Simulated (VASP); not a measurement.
A run of VASP 6.6.1 is set up as follows.

Contents of INCAR:

```
SYSTEM = Be7S
PREC     = Accurate       ! precision mode
ENCUT    = 600            ! plane-wave cutoff, eV
EDIFF    = 1E-7           ! SCF threshold, eV
ISMEAR   = 0              ! smearing method
SIGMA    = 0.2            ! smearing width, eV
LREAL    = .FALSE.        ! projectors in reciprocal space
LASPH    = .TRUE.         ! aspherical terms in the spheres
NELM     = 120            ! most SCF steps
ALGO     = Normal         ! electronic algorithm
ISIF     = 3              ! what is computed and relaxed
LWAVE    = .FALSE.        ! write WAVECAR
LCHARG   = .FALSE.        ! write CHGCAR
GGA      = PE             ! functional
IBRION   = 2              ! ionic algorithm
NSW      = 36             ! ionic steps
EDIFFG   = -0.08          ! ionic threshold
GGA_COMPAT= .FALSE.      
NELMIN   = 4
```

The input KPOINTS:

```
Automatic mesh
0
G
  4 4 4
  0 0 0
```

Contents of POSCAR:

```
Be7S
1.0
    4.4828163200      0.0000000000      0.0000000000
   -2.2414081600      3.8822328100      0.0000000000
    0.0000000000      0.0000000000      4.6092300200
Be S
7 1
Direct
    0.5000000000      0.0000000000      0.5000000000
    0.0000000000      0.5000000000      0.5000000000
    0.5000000000      0.5000000000      0.5000000000
    0.3333333300      0.6666666700      0.6662895100
    0.6666666700      0.3333333300      0.6662895100
    0.6666666700      0.3333333300      0.3337104900
    0.3333333300      0.6666666700      0.3337104900
    0.0000000000      0.0000000000      0.5000000000
```

Potentials or basis: VASP PAW PBE potentials, release 64 (Be, S).

Launch:

```console
$ cat potpaw_PBE.64/Be/POTCAR potpaw_PBE.64/S/POTCAR > POTCAR
$ mpirun -np 1 vasp_std > vasp.out
```

Problem. Predict the space group after relaxing (to 0.1 Å).

Solution. P6/mmm (No. 191).

Problem. What does it give for the relaxed cell?

Solution. a = 4.334 Å, b = 4.334 Å, c = 5.813 Å, α = 90.00°, β = 90.00°, γ = 120.00°.

Problem. Estimate the relaxed volume.

Solution. 11.82 Å³/atom.

Problem. Predict the band gap on the k mesh.

Solution. Zero (bands 10 and 11 overlap by 0.88 eV).

Forces in eV/Å, atoms in the order of the input:
```
Be   0.000  0.000  0.000
Be   0.000  0.000  0.000
Be   0.000  0.000  0.000
Be   0.000  0.000 -0.033
Be   0.000  0.000 -0.033
Be   0.000  0.000  0.033
Be   0.000  0.000  0.033
S    0.000  0.000  0.000
```

Caveat: the k points lie up to 0.42 Å⁻¹ apart in the final cell, too coarse for converged energies and pressures of a metal; the volume moved by over 15 % at a fixed basis, so the end points are rough; the relaxation stopped at a loose force limit of 0.08 eV/Å, so its end isn't a converged minimum.
